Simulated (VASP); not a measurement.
Mo:

```xyz
1
Lattice="-1.5943 1.5943 1.5943 1.5943 -1.5943 1.5943 1.5943 1.5943 -1.5943" Properties=species:S:1:pos:R:3 pbc="T T T"
Mo    0.0000    0.0000    0.0000
```

Base run:

```yaml
Program: VASP 6.6.1
Functional: PBE
Potentials_or_basis: VASP PAW PBE potentials, release 64 (Mo_sv)
Cutoff: 520 eV
k_mesh: 12 × 12 × 12
Occupations: fermi-dirac, width 0.05 eV
Spin: no spin polarisation
```

Its results: band gap on the k mesh zero (band 7 reaches 15.80 eV, above the bottom of band 8 at 10.72 eV); pressure -6.2 GPa.

**Question.** The run is repeated on the same cell with these changes: functional from PBE to RPBE; dispersion from none to D4. What comes out?

**Answer.** Band gap on the k mesh zero (band 7 reaches 15.86 eV, above the bottom of band 8 at 10.80 eV); pressure -12.9 GPa.

Several settings changed at once, so the effect can't be laid on one alone.

Caveats: the PAW data sets were made with another functional, which shifts forces and pressure a little (some runs); pairwise dispersion overbinds metals, which lowers pressure and volume (some runs).
